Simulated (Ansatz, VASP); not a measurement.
**One calculation of NbAs, two programs**

The input INCAR:

```
SYSTEM = NbAs
ALGO     = Normal         ! electronic algorithm
EDIFF    = 1E-6           ! SCF threshold, eV
ENCUT    = 520            ! plane-wave cutoff, eV
ISIF     = 2              ! what is computed and relaxed
ISMEAR   = -1             ! smearing method
LASPH    = .TRUE.         ! aspherical terms in the spheres
LCHARG   = .FALSE.        ! write CHGCAR
LREAL    = .FALSE.        ! projectors in reciprocal space
LWAVE    = .FALSE.        ! write WAVECAR
NBANDS   = 26             ! bands
NELM     = 80             ! most SCF steps
PREC     = Accurate       ! precision mode
SIGMA    = 0.05           ! smearing width, eV
```

Contents of KPOINTS:

```
k-points
0
G
  11 11 11
  0 0 0
```

The input POSCAR:

```
NbAs
1.0
   -1.7025248434      1.7025248434      5.7610714056
    1.7025248434     -1.7025248434      5.7610714056
    1.7025248434      1.7025248434     -5.7610714056
Nb As
2 2
Direct
    0.5000000000      0.0000000000      0.5000000000
    0.7500000000      0.7500000000      0.0000000000
    0.9160000000      0.4160000000      0.5000000000
    0.1660000000      0.1660000000      0.0000000000
```

Contents of input.yaml:

```yaml
crystal:
  lattice:
    - [-1.7025248434, 1.7025248434, 5.7610714056]
    - [1.7025248434, -1.7025248434, 5.7610714056]
    - [1.7025248434, 1.7025248434, -5.7610714056]
  atoms:
    - { symbol: Nb, position: [0.5, 0.0, 0.5] }
    - { symbol: Nb, position: [0.75, 0.75, 0.0] }
    - { symbol: As, position: [0.916, 0.416, 0.5] }
    - { symbol: As, position: [0.166, 0.166, 0.0] }
kpoints:
  mp_grid: { grid: [11, 11, 11] }
scf:
  occupations: { method: fermi_dirac, width: 0.05 }
hamiltonian:
  xc: lda
  pseudopotentials: { kind: all_electron, lapw: { basis_error: 0.002 } }
output:
  forces: true
  stress: true
  eigenvalues: true
```

Change from the starting cell: volume scaled by 0.96.

Alike in both runs: task single point; functional LDA; k mesh 11 × 11 × 11; occupations fermi-dirac, width 0.05 eV; no spin polarisation.

|  | VASP | Ansatz |
| --- | --- | --- |
| version | VASP 6.6.1 | Ansatz 0.2.0 |
| potentials or method | VASP PAW LDA potentials, release 64 (Nb_sv, As), cutoff 520 eV | all-electron LAPW, scalar-relativistic |

|  | VASP | Ansatz | Ansatz less VASP |
| --- | --- | --- | --- |
| pressure (GPa) | 2.1 | 1.7 | -0.38 |
| traceless stress, the component that is largest in VASP (GPa) | 0.42 | 0.50 | +0.078 |
| rms of the force components (eV/Å) | 0.192 | 0.189 | -0.0026 |

LDA's correlation is that of Perdew and Zunger in VASP and of Perdew and Wang (1992) in Ansatz. Atom by atom the forces differ by 0.003 eV/Å (rms over components). Ansatz ran all-electron here, and VASP with PAW potentials.
